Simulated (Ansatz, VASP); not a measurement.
# Two plane-wave programs on Sb

POSCAR

```
Sb
1.0
    2.1706020527      1.2531976795      3.8710910875
   -2.1706020527      1.2531976795      3.8710910875
    0.0000000000     -2.5063953589      3.8710910875
Sb
2
Direct
    0.2313018333      0.2313018333      0.2313018333
    0.7686981667      0.7686981667      0.7686981667
```

File INCAR.step1:

```
ALGO = Normal
EDIFF = 1E-4
ENCUT = 520
GGA = PE
ISMEAR = -1
LASPH = T
LCHARG = F
LREAL = F
LWAVE = T
NBANDS = 12
NELM = 80
PREC = Accurate
SIGMA = 0.2
```

Contents of INCAR.step2:

```
ALGO = Normal
EDIFF = 1E-6
ENCUT = 520
ISIF = 2
ISMEAR = -1
ISTART = 1
LASPH = T
LCHARG = F
LMIXTAU = T
LREAL = F
LWAVE = F
METAGGA = R2SCAN
NBANDS = 12
NELM = 80
PREC = Accurate
SIGMA = 0.2
```

The input KPOINTS:

```
k-points
0
Gamma
  9 9 9
```

Input for Ansatz:

```yaml
crystal:
  lattice:
    - [2.1706020527, 1.2531976795, 3.8710910875]
    - [-2.1706020527, 1.2531976795, 3.8710910875]
    - [0.0, -2.5063953589, 3.8710910875]
  atoms:
    - { symbol: Sb, position: [0.2313018333, 0.2313018333, 0.2313018333] }
    - { symbol: Sb, position: [0.7686981667, 0.7686981667, 0.7686981667] }
hamiltonian:
  xc: r2scan
  pseudopotentials:
    kind: paw
    azcp:
      Sb: "pseudopotentials/Sb.paw.azcp"
basis:
  ecutwfc: 500
  fft_grid_basis: typed
kpoints:
  mp_grid: { grid: [9, 9, 9], shift: [0, 0, 0] }
magnetization:
  spin_polarized: false
scf:
  occupations: { method: fermi_dirac, width: 0.2 }
  lower_state_search: "off"
output:
  stress: true
```

Alike in both runs: task single point; functional r2SCAN; k mesh 9 × 9 × 9; occupations fermi-dirac, width 0.2 eV; no spin polarisation.

```csv
,VASP,Ansatz
version,VASP 6.6.1,Ansatz 0.2.0
potentials or method,"VASP PAW PBE potentials, release 64 (Sb), cutoff 520 eV","plane waves (500 eV) with PAW, scalar-relativistic"
valence electrons in the cell,10,30
```

Ansatz gave:

| Property | Result |
| --- | --- |
| pressure (GPa) | 0.0 |
| traceless stress, the component that is largest in VASP (GPa) | 0.08 |

**Question.** Which values does VASP return?

**Answer.** Pressure (GPa): 0.1; traceless stress, the component that is largest in VASP (GPa): 0.04.

VASP's potentials were made for PBE, not for r2SCAN. With one functional, cell and mesh, what is left measures potentials, basis and numerics. VASP's potentials hold 10 valence electrons a cell and Ansatz's 30, so a difference there can come from the potentials and not from the codes.

Neither program's run includes spin-orbit coupling.
